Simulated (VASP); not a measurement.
# ZnS: single point with PBEsol

Crystal: ZnS.

```
Zn S
1.0
     3.78145    0.00000    0.00000
    -1.89072    3.27483    0.00000
     0.00000    0.00000    6.20871
Zn S
2 2
Direct
  0.33333 0.66667 0.02960
  0.66667 0.33333 0.52960
  0.33333 0.66667 0.37956
  0.66667 0.33333 0.87956
```

* Program: VASP 6.6.1
* Task: single point
* Functional: PBEsol
* Potentials or basis: VASP PAW PBE potentials, release 64 (Zn, S)
* Cutoff: 520 eV
* k mesh: 9 × 9 × 6
* Occupations: gaussian, width 0.05 eV
* Spin: no spin polarisation
* Dipole correction: no
* Further INCAR settings: ALGO = Normal; EDIFF = 1e-06; NBANDS = 26

- Pressure: 1.1 GPa
- Largest force: 1.290 eV/Å
- Band gap on the k mesh: 2.09 eV, direct

Forces on the atoms (eV/Å):
```
Zn   0.000  0.000 -1.290
Zn   0.000  0.000 -1.290
S    0.000  0.000  1.290
S    0.000  0.000  1.290
```

Stress tensor (GPa, compression positive):
```
-1.91  0.00  0.00
 0.00 -1.91  0.00
 0.00  0.00  7.13
```

Levels at points of the mesh, in eV from the valence-band top:
| k point | band 14 | band 15 | band 16 | band 17 | band 18 | band 19 | band 20 | band 21 | band 22 | band 23 |
| --- | --- | --- | --- | --- | --- | --- | --- | --- | --- | --- |
| (0.00, 0.00, 0.00) | -1.08 | -1.08 | -0.36 | 0.00 | 0.00 | 2.09 | 3.22 | 6.18 | 6.18 | 6.57 |
| (0.00, 0.00, 0.50) | -3.25 | -0.57 | -0.57 | -0.57 | -0.57 | 3.57 | 3.57 | 6.71 | 6.71 | 6.71 |

Wall time 33 s on 1 thread of Intel(R) Xeon(R) 6975P-C (Granite Rapids), on a shared host, peak memory 0.22 GiB.

Caveat: the PAW data sets were made with another functional, which shifts forces and pressure a little. Expect the measured gap to be larger: semilocal functionals such as PBEsol lack the derivative discontinuity.
